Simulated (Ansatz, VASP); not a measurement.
**One calculation of Y2Be2Pb, two programs**

```xyz
5
Lattice="-2.1689 2.1689 4.9656 2.1689 -2.1689 4.9656 2.1689 2.1689 -4.9656" Properties=species:S:1:pos:R:3 pbc="T T T"
Y     0.0000    2.1689    2.4828
Y     2.1689    0.0000    2.4828
Be    0.0000    0.0000    3.7242
Be    0.0000    0.0000    6.2070
Pb    0.0000    0.0000    0.0000
```

Change from the starting cell: species swapped into the YbSi2Ru2 type (I4/mmm, No. 139).

Alike in both runs: task relaxation of cell and atoms; functional PBE; k mesh 6 × 6 × 6; occupations gaussian, width 0.1 eV; no spin polarisation.

```csv
,VASP,Ansatz
version,VASP 6.6.1,Ansatz 0.2.0
potentials or method,"VASP PAW PBE potentials, release 64 (Y_sv, Be, Pb_d), cutoff 600 eV","scalar-relativistic, plane waves, PAW"
valence electrons in the cell,40,40
```

|  | VASP | Ansatz | Ansatz less VASP |
| --- | --- | --- | --- |
| gap on the k mesh at the Fermi level, each at its own relaxed structure (eV) | none | none | - |
| relaxed volume (Å³/atom) | 22.94 | 22.95 | +0.017 |
| relaxed length of the cell vector where the two differ most in proportion (Å) | 6.301 | 6.299 | -0.0025 |

A gap of «none» marks a metal or a gap that the smearing closes.

Spin-orbit coupling is off throughout. Noted on VASP's run: the volume moved by over 15 % at a fixed basis, so the end points are rough.
